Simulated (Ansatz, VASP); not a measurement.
**GaP in VASP and in Ansatz**

File POSCAR:

```
GaP
1.0
    0.0000000000      2.5072300000      2.7252500000
    2.5072300000      0.0000000000      2.7252500000
    2.5072300000      2.5072300000      0.0000000000
Ga P
1 1
Direct
    0.0000000000      0.0000000000      0.0000000000
    0.7500000000      0.7500000000      0.7500000000
```

The input INCAR.step1:

```
SYSTEM = GaP
PREC = Accurate
ENCUT = 520
ISMEAR = 0
SIGMA = 0.05
LREAL = .FALSE.
LASPH = .TRUE.
NELM = 100
NBANDS = 16
GGA = PE
ALGO = Normal
EDIFF = 1E-4
LWAVE = .TRUE.
LCHARG = .FALSE.
```

INCAR.step2

```
SYSTEM = GaP
PREC = Accurate
ENCUT = 520
EDIFF = 1E-7
ISMEAR = 0
SIGMA = 0.05
LREAL = .FALSE.
LASPH = .TRUE.
NELM = 100
ALGO = Normal
ISIF = 2
LWAVE = .FALSE.
LCHARG = .TRUE.
METAGGA = R2SCAN
LMIXTAU = .TRUE.
LELF = .TRUE.
LVHAR = .TRUE.
NBANDS = 16
ISTART = 1
```

The input KPOINTS:

```
Automatic mesh
0
G
  8 8 8
  0 0 0
```

Input for Ansatz:

```yaml
crystal:
  lattice:
    - [0.0, 2.50723, 2.72525]
    - [2.50723, 0.0, 2.72525]
    - [2.50723, 2.50723, 0.0]
  atoms:
    - { symbol: Ga, position: [0.0, 0.0, 0.0] }
    - { symbol: P, position: [0.75, 0.75, 0.75] }
basis:
  ecutwfc: 500
kpoints:
  mp_grid: { grid: [8, 8, 8] }
hamiltonian:
  xc: r2scan
scf:
  occupations: { method: gaussian, width: 0.05 }
output:
  forces: true
  stress: true
  eigenvalues: true
```

Change from the starting cell: strain -0.080 along x and y, +0.000 along z, atoms carried along.

Alike in both runs: task single point; functional r2SCAN; k mesh 8 × 8 × 8; occupations gaussian, width 0.05 eV; no spin polarisation.

|  | VASP | Ansatz |
| --- | --- | --- |
| version | VASP 6.6.1 | Ansatz 0.2.0 |
| potentials or method | VASP PAW PBE potentials, release 64 (Ga_d, P), cutoff 520 eV | scalar-relativistic, plane waves, PAW |
| valence electrons in the cell | 18 | 18 |

|  | VASP | Ansatz | Ansatz less VASP |
| --- | --- | --- | --- |
| gap on the k mesh at the Fermi level (eV) | 1.08 | 1.08 | -0.002 |
| least direct gap on the mesh (eV) | 3.27 | 3.28 | +0.006 |
| pressure (GPa) | 20.7 | 20.8 | +0.04 |
| traceless stress, the component that is largest in VASP (GPa) | -5.35 | -5.34 | +0.016 |

VASP's potentials were made for PBE, not for r2SCAN.
